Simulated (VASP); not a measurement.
Input of a VASP 6.6.1 run:

Contents of INCAR:

```
SYSTEM = AlCo
ALGO = Normal
EDIFF = 1E-6
ENCUT = 600
GGA = CA
GGA_COMPAT = .FALSE.
ISIF = 2
ISMEAR = 0
LASPH = .TRUE.
LCHARG = .FALSE.
LREAL = .FALSE.
LWAVE = .FALSE.
NBANDS = 13
NELM = 120
PREC = Accurate
SIGMA = 0.1
```

Contents of KPOINTS:

```
k-points
0
G
  14 14 14
  0 0 0
```

POSCAR

```
AlCo
1.0
    2.7935614174      0.0000000000      0.0000000000
    0.0000000000      2.7935614174      0.0000000000
    0.0000000000      0.0000000000      2.7935614174
Co Al
1 1
Direct
    0.0000000000      0.0000000000      0.0000000000
    0.5000000000      0.5000000000      0.5000000000
```

Potentials or basis: VASP PAW LDA potentials, release 64 (Co, Al).

The run is started by

```sh
$ cat potpaw_LDA.64/Co/POTCAR potpaw_LDA.64/Al/POTCAR > POTCAR
$ mpirun -np 1 vasp_std > vasp.out
```

Question: What does it give for the band gap on the k mesh?

Answer: Zero (band 6 reaches 13.55 eV, above the bottom of band 7 at 10.83 eV).

Question: Estimate the pressure.

Answer: 0.3 GPa.

Spin polarisation is off, so any magnetic state and its effect on volume and gap are missing.
